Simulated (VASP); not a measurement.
Here is a VASP 6.6.1 calculation.

INCAR

```
PREC = Accurate ; ENCUT = 520
EDIFF = 1E-6 ; ISMEAR = 0
SIGMA = 0.1 ; LREAL = F
LASPH = T ; NELM = 150
ALGO = Normal ; ISIF = 2
LWAVE = F ; LCHARG = F
ISPIN = 2 ; MAGMOM = 0.92 0
LORBIT = 11 ; LMAXMIX = 4
GGA = PE ; NBANDS = 21
```

KPOINTS

```
Automatic mesh
0
Gamma
  16 16 16
```

POSCAR

```
WSe
1.0
    0.0000000000      2.8386253109      2.8386253109
    2.8386253109      0.0000000000      2.8386253109
    2.8386253109      2.8386253109      0.0000000000
W Se
1 1
Direct
    0.2500000000      0.2500000000      0.2500000000
    0.0000000000      0.0000000000      0.0000000000
```

Potentials or basis: VASP PAW PBE potentials, release 64 (W_sv, Se).

Command:

```sh
$ cat potpaw_PBE.64/W_sv/POTCAR potpaw_PBE.64/Se/POTCAR > POTCAR
$ mpirun -np 1 vasp_std > vasp.out
```

Problem. Estimate the net moment.

Solution. 1.27 μB per cell.

Problem. Estimate the site moments.

Solution. W +1.02; Se -0.01 μB.

Problem. Predict the pressure.

Solution. 0.2 GPa.

Caveat: the cell differs from its parent crystal (atoms taken out).
